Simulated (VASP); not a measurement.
Wanted: the native input for a VASP 6.6.1 run.

* Task: single point
* Functional: PBE
* Potentials or basis: VASP PAW PBE potentials, release 64 (Al, N)
* Cutoff: 520 eV
* k mesh: 10 × 10 × 10
* Occupations: gaussian, width 0.05 eV
* Spin: no spin polarisation
* Dipole correction: no
* Further INCAR settings: ALGO = Normal; EDIFF = 1e-07; NBANDS = 11

The structure of AlN lies in POSCAR:

```
AlN
1.0
    0.1624822742      2.0636009267      2.0636009267
    2.0636009267      0.1624822742      2.0636009267
    2.0636009267      2.0636009267      0.1624822742
Al N
1 1
Direct
    0.5000000000      0.5000000000      0.5000000000
    0.0000000000      0.0000000000      0.0000000000
```

One way to write it, as run:

INCAR

```
SYSTEM = AlN
ALGO = Normal
EDIFF = 1E-7
ENCUT = 520
GGA = PE
ISIF = 2
ISMEAR = 0
LASPH = .TRUE.
LCHARG = .FALSE.
LREAL = .FALSE.
LWAVE = .FALSE.
NBANDS = 11
NELM = 80
PREC = Accurate
SIGMA = 0.05
```

KPOINTS

```
k-points
0
G
  10 10 10
  0 0 0
```

Potentials or basis: VASP PAW PBE potentials, release 64 (Al, N).

Launch:

```sh
$ cat potpaw_PBE.64/Al/POTCAR potpaw_PBE.64/N/POTCAR > POTCAR
$ mpirun -np 1 vasp_std > vasp.out
```

Results of the run:

```yaml
Pressure: 26.0 GPa
Band_gap_on_the_k_mesh: 3.17 eV, indirect (least direct gap 4.73 eV)
```

It took 10 s on 1 thread of Intel(R) Xeon(R) Platinum 8488C (Sapphire Rapids) (shared host), peak memory 0.14 GiB.
